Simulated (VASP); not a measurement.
# LaS (Fm-3m) in VASP: notebook

LaS is run at these levels: LDA; tasks: single point.

All numbers are computed with VASP 6.6.1; they aren't measurements. Logs are shortened: lines on timing, memory, paths and dates and some standing lists are left out, and cuts for length are marked.

## 1. The cell of the first run

The structure is cubic, space group Fm-3m (No. 225). The conventional cell has a = 5.734 Å, b = 5.734 Å, c = 5.734 Å, α = 90.00°, β = 90.00°, γ = 90.00°. Within 3.8 Å of La (site symmetry m-3m) lie 6 S at 2.87 Å. S (site symmetry m-3m) has 6 La at 2.87 Å within 3.8 Å.

## 2. Single point, LDA

Contents of INCAR:

```
ALGO     = Normal         # electronic algorithm
EDIFF    = 1E-7           # SCF threshold, eV
ENCUT    = 520            # plane-wave cutoff, eV
GGA      = CA             # functional
ISIF     = 2              # what is computed and relaxed
ISMEAR   = 1              # smearing method
LASPH    = True           # aspherical terms in the spheres
LCHARG   = False          # write CHGCAR
LREAL    = False          # projectors in reciprocal space
LWAVE    = False          # write WAVECAR
NBANDS   = 16             # bands
NELM     = 80             # most SCF steps
PREC     = Accurate       # precision mode
SIGMA    = 0.15           # smearing width, eV
```

Contents of KPOINTS:

```
k-points
0
Gamma
  8 8 8
```

Contents of POSCAR:

```
LaS
1.0
    0.0000000000      2.8672485402      2.8672485402
    2.8672485402      0.0000000000      2.8672485402
    2.8672485402      2.8672485402      0.0000000000
La S
1 1
Direct
    0.0000000000      0.0000000000      0.0000000000
    0.5000000000      0.5000000000      0.5000000000
```

Potentials or basis: VASP PAW LDA potentials, release 64 (La, S).

Run with:

```bash
cat potpaw_LDA.64/La/POTCAR potpaw_LDA.64/S/POTCAR > POTCAR
mpirun -np 1 vasp_std > vasp.out
```

OUTCAR:

```text
EDIFF = 1E-7
   ENCUT = 520
   GGA = CA
   ISIF = 2
   ISMEAR = 1
   LASPH = True
   LREAL = False
   NELM = 80
   PREC = Accurate

 ion  position               nearest neighbor table
   1  0.000  0.000  0.000-   2 2.87   2 2.87   2 2.87   2 2.87   2 2.87   2 2.87
   2  0.500  0.500  0.500-   1 2.87   1 2.87   1 2.87   1 2.87   1 2.87   1 2.87

  LATTYP: Found a face centered cubic cell.
 ALAT       =     5.7344970804

  Lattice vectors:

 A1 = (   0.0000000000,   2.8672485402,   2.8672485402)
 A2 = (   2.8672485402,   0.0000000000,   2.8672485402)
 A3 = (   2.8672485402,   2.8672485402,   0.0000000000)

Analysis of symmetry for initial positions (statically):
=====================================================================
 Subroutine PRICEL returns:
 Original cell was already a primitive cell.

 Routine SETGRP: Setting up the symmetry group for a
 face centered cubic supercell.

 Subroutine GETGRP returns: Found 48 space group operations
 (whereof 48 operations were pure point group operations)
 out of a pool of 48 trial point group operations.

The static configuration has the point symmetry O_h .

Analysis of symmetry for dynamics (positions and initial velocities):
=====================================================================
 Subroutine PRICEL returns:
 Original cell was already a primitive cell.

 Routine SETGRP: Setting up the symmetry group for a
 face centered cubic supercell.

 Subroutine GETGRP returns: Found 48 space group operations
 (whereof 48 operations were pure point group operations)
 out of a pool of 48 trial point group operations.

The dynamic configuration has the point symmetry O_h .

 Subroutine INISYM returns: Found 48 space group operations
 (whereof 48 operations are pure point group operations),
 and found     1 'primitive' translations

----------------------------------------------------------------------------------------

                                     Primitive cell

  volume of cell :      47.1440

  direct lattice vectors                    reciprocal lattice vectors
     0.000000000  2.867248540  2.867248540    -0.174383208  0.174383208  0.174383208
     2.867248540  0.000000000  2.867248540     0.174383208 -0.174383208  0.174383208
     2.867248540  2.867248540  0.000000000     0.174383208  0.174383208 -0.174383208

  length of vectors
     4.054901772  4.054901772  4.054901772     0.302040577  0.302040577  0.302040577

  position of ions in fractional coordinates (direct lattice)
     0.000000000  0.000000000  0.000000000
     0.500000000  0.500000000  0.500000000

  ion indices of the primitive-cell ions
   primitive index   ion index
                 1           1
                 2           2

----------------------------------------------------------------------------------------

 KPOINTS: k-points

Automatic generation of k-mesh.
 Grid dimensions read from file:
 generate k-points for:    8    8    8

 Generating k-lattice:

  Cartesian coordinates                     Fractional coordinates (reciprocal lattice)
    -0.021797901  0.021797901  0.021797901     0.125000000  0.000000000  0.000000000
     0.021797901 -0.021797901  0.021797901     0.000000000  0.125000000  0.000000000
     0.021797901  0.021797901 -0.021797901     0.000000000  0.000000000  0.125000000

  Length of vectors
     0.037755072  0.037755072  0.037755072

  Shift w.r.t. Gamma in fractional coordinates (k-lattice)
     0.000000000  0.000000000  0.000000000

 Subroutine IBZKPT returns following result:
 ===========================================

 Found     29 irreducible k-points:

 Following reciprocal coordinates:
            Coordinates               Weight
  0.000000  0.000000  0.000000      1.000000
  0.125000  0.000000  0.000000      8.000000
  0.250000  0.000000  0.000000      8.000000
  0.375000  0.000000  0.000000      8.000000
  0.500000  0.000000  0.000000      4.000000
  0.125000  0.125000  0.000000      6.000000
[... 16 lines left out ...]
  0.500000  0.250000  0.125000     48.000000
 -0.375000  0.250000  0.125000     24.000000
 [... further k-points ...]
   k-points           NKPTS =     29   k-points in BZ     NKDIM =     29   number of bands    NBANDS=     16
   number of dos      NEDOS =    301   number of ions     NIONS =      2
   total plane-waves  NPLWV =  27000
   dimension x,y,z NGX =    30 NGY =   30 NGZ =   30
   dimension x,y,z NGXF=    60 NGYF=   60 NGZF=   60
   ions per type =               1   1
   NGX,Y,Z   is equivalent  to a cutoff of  12.30, 12.30, 12.30 a.u.
   NGXF,Y,Z  is equivalent  to a cutoff of  24.60, 24.60, 24.60 a.u.
 SYSTEM =  unknown system
   PREC   = accura    normal or accurate (medium, high low for compatibility)
   ISTART =      0    job   : 0-new  1-cont  2-samecut
   ICHARG =      2    charge: 1-file 2-atom 10-const
   ISPIN  =      1    spin polarized calculation?
   LNONCOLLINEAR =      F non collinear calculations
   LSORBIT =      F    spin-orbit coupling
   LASPH  =      T    aspherical Exc in radial PAW
   ENCUT  =  520.0 eV  38.22 Ry    6.18 a.u.   7.54  7.54  7.54*2*pi/ulx,y,z
   NELM   =     80;   NELMIN=  2; NELMDL= -5     # of ELM steps
   EDIFF  = 0.1E-06   stopping-criterion for ELM
   LREAL  =      F    real-space projection
   EDIFFG = 0.1E-05   stopping-criterion for IOM
   NSW    =      0    number of steps for IOM
   IBRION =     -1    ionic relax: 0-MD 1-quasi-New 2-CG
   NFREE  =      0    steps in history (QN), initial steepest desc. (CG)
   ISIF   =      2    stress and relaxation
   ISYM   =      2    0-nonsym 1-usesym 2-fastsym
   POTIM  = 0.5000    time-step for ionic-motion
   TEBEG  =    0.0;   TEEND  =   0.0 temperature during run
   PSTRESS=    0.0 pullay stress
   NELECT =      17.0000    total number of electrons
   NUPDOWN=      -1.0000    fix difference up-down
   EMIN   =  10.00;   EMAX   =-10.00  energy-range for DOS
   EFERMI =   0.00;   METHOD = LEGACY
   ISMEAR =     1;   SIGMA  =   0.15  broadening in eV -4-tet -1-fermi 0-gaus
   EFERMI_NEDOS =   21; number of points for ismear=-14 and -15
   IALGO  =     38    algorithm
   IMIX   =      4    mixing-type and parameters
     AMIX     =   0.40;   BMIX     =  1.00
     AMIX_MAG =   1.60;   BMIX_MAG =  1.00
  volume/ion in A,a.u.               =      23.57       159.07
  Fermi-wavevector in a.u.,A,eV,Ry     =   1.165241  2.201986 18.473812  1.357787
  Thomas-Fermi vector in A             =   2.301769
   LORBIT       =      0    0 simple, 1 ext, 2 COOP (PROOUT), +10 PAW based schemes
   GGA     = CA    functional components
   LHFCALC =     F    Hartree Fock is set to
   AEXX    =    0.0000 exact exchange contribution
   IVDW    =     0    specifies the selected vdW correction
   LEPSILON=     F    determine dielectric tensor
   LRPA    =     F    only Hartree local field effects (RPA)
 non-spin polarized calculation
 Methfessel and Paxton  Order N= 1 SIGMA  =   0.15
  energy-cutoff  :      520.00
  volume of cell :       47.14
 maximum number of plane-waves:      1287
   NGX = 15   NGY = 15   NGZ = 15

 number of electron      17.0000002 magnetization

 Free energy of the ion-electron system (eV)
  ---------------------------------------------------
  ext. energy  EPLUGINS =         0.00000000
  ---------------------------------------------------
  free energy    TOTEN  =       -14.80518053 eV

  energy without entropy =      -14.80361236  energy(sigma->0) =      -14.80465781

 E-fermi :   9.2702     XC(G=0): -10.6048

 val. band max:        9.0902232018   @ k =  -0.3750   0.3750   0.1250
 cond. band min:       9.2950832398   @ k =   0.3750   0.1250   0.0000
 fundamental gap:      0.2048600380
 Fermi energy:         9.2702212025

 k-point     1 :       0.0000    0.0000    0.0000
  band No.  band energies     occupation
      1     -23.3983      2.00000
      2      -6.9240      2.00000
      3      -6.9240      2.00000
      4      -6.9240      2.00000
      5      -4.5632      2.00000
      6       6.1042      2.00000
[... 8 lines left out ...]
     15      11.2309     -0.00000
     16      11.5238     -0.00000

 k-point     2 :       0.1250    0.0000    0.0000
  band No.  band energies     occupation
      1     -23.3829      2.00000
      2      -7.2630      2.00000
      3      -6.9345      2.00000
      4      -6.9345      2.00000
      5      -4.1875      2.00000
      6       5.5682      2.00000
[... 8 lines left out ...]
     15      11.5264     -0.00000
     16      11.5815     -0.00000

 k-point     3 :       0.2500    0.0000    0.0000
  band No.  band energies     occupation
      1     -23.3453      2.00000
      2      -7.8602      2.00000
      3      -6.9595      2.00000
      4      -6.9595      2.00000
      5      -3.4930      2.00000
      6       4.5629      2.00000
[... 8 lines left out ...]
     15      11.5328     -0.00000
     16      11.7945     -0.00000

 k-point     4 :       0.3750    0.0000    0.0000
  band No.  band energies     occupation
      1     -23.3073      2.00000
      2      -8.3173      2.00000
      3      -6.9840      2.00000
      4      -6.9840      2.00000
      5      -2.9210      2.00000
      6       3.7458      2.00000
[... 8 lines left out ...]
     15      11.5392     -0.00000
     16      12.2785      0.00000
[... 324 lines left out ...]
 k-point    22 :       0.3750    0.2500    0.1250
  band No.  band energies     occupation
      1     -23.3180      2.00000
      2      -7.9107      2.00000
      3      -7.1719      2.00000
      4      -7.0142      2.00000
      5      -3.4812      2.00000
      6       4.2046      2.00000
[... 8 lines left out ...]
     15      11.5117     -0.00000
     16      11.8213     -0.00000

 k-point    23 :       0.5000    0.2500    0.1250
  band No.  band energies     occupation
      1     -23.2878      2.00000
      2      -8.1198      2.00000
      3      -7.2668      2.00000
      4      -7.0709      2.00000
      5      -3.3117      2.00000
      6       4.1466      2.00000
[... 8 lines left out ...]
     15      11.4764     -0.00000
     16      11.9610     -0.00000

 k-point    24 :      -0.3750    0.2500    0.1250
  band No.  band energies     occupation
      1     -23.2752      2.00000
      2      -8.2045      2.00000
      3      -7.2857      2.00000
      4      -7.1116      2.00000
      5      -3.2492      2.00000
      6       4.0868      2.00000
[... 8 lines left out ...]
     15      11.4664     -0.00000
     16      12.1859     -0.00000

 [... further k-points ...]
[... 5 lines left out ...]
  --------------------------------------------------------------------------------------
  -------------------------------------------------------------------------------------
  Total        0.5062045      0.5062045      0.5062045      0.0000000      0.0000000      0.0000000
  in kB       17.2032534     17.2032534     17.2032534      0.0000000      0.0000000      0.0000000
  external PRESSURE =      17.2032534 kB  Pullay stress =       0.0000000 kB

 VOLUME and BASIS-vectors are now :
 -----------------------------------------------------------------------------
  energy-cutoff  :      520.00
  volume of cell :       47.14
      direct lattice vectors                 reciprocal lattice vectors
     0.000000000  2.867248540  2.867248540    -0.174383208  0.174383208  0.174383208
     2.867248540  0.000000000  2.867248540     0.174383208 -0.174383208  0.174383208
     2.867248540  2.867248540  0.000000000     0.174383208  0.174383208 -0.174383208

 POSITION                                       TOTAL-FORCE (eV/Angst)
 -----------------------------------------------------------------------------------
      0.00000      0.00000      0.00000        -0.000000      0.000000     -0.000000
      2.86725      2.86725      2.86725         0.000000     -0.000000      0.000000
 -----------------------------------------------------------------------------------
    total drift:                               -0.000000      0.000000      0.000000

  FREE ENERGIE OF THE ION-ELECTRON SYSTEM (eV)
  ---------------------------------------------------
  free  energy   TOTEN  =       -14.8051805347 eV

  energy  without entropy=      -14.8036123630  energy(sigma->0) =      -14.80465781
```

It took 11 s on 1 thread of Intel Xeon 6975P-C (Granite Rapids), shared host; peak memory 0.17 GiB.

Results:

- Free energy: -14.8052 eV
- Pressure: 1.7 GPa

Caveat: spin-orbit coupling is left out, which moves the levels of the heavy elements.

[end of part 1 of 3]
